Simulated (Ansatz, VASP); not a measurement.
Two plane-wave programs on P

```
P
1.0
     2.43709   -2.42049    0.00000
     2.43709    2.42049    0.00000
     0.00000    0.00000    5.14191
P
4
Direct
  0.25000 0.75000 0.43167
  0.75000 0.25000 0.56833
  0.00000 0.50000 0.00000
  0.50000 0.00000 0.00000
```

Alike in both runs: functional PBE; k mesh 14 × 14 × 10; occupations gaussian, width 0.1 eV; no spin polarisation.

Ansatz relaxed the structure, and its values are those at the end. VASP's run is a single point on that final structure, the one shown.

```csv
,VASP,Ansatz
version,VASP 6.6.1,Ansatz 0.2.0
potentials or method,"VASP PAW PBE potentials, release 64 (P), cutoff 520 eV","scalar-relativistic, plane waves, PAW"
valence electrons in the cell,20,20
```

```tsv
	VASP	Ansatz	Ansatz less VASP
gap on the k mesh at the Fermi level (eV)	none	none	-
pressure (GPa)	-0.2	0.0	+0.21
```

A gap of «none» marks a metal or a gap that the smearing closes. With one functional, cell and mesh, what is left measures potentials, basis and numerics.
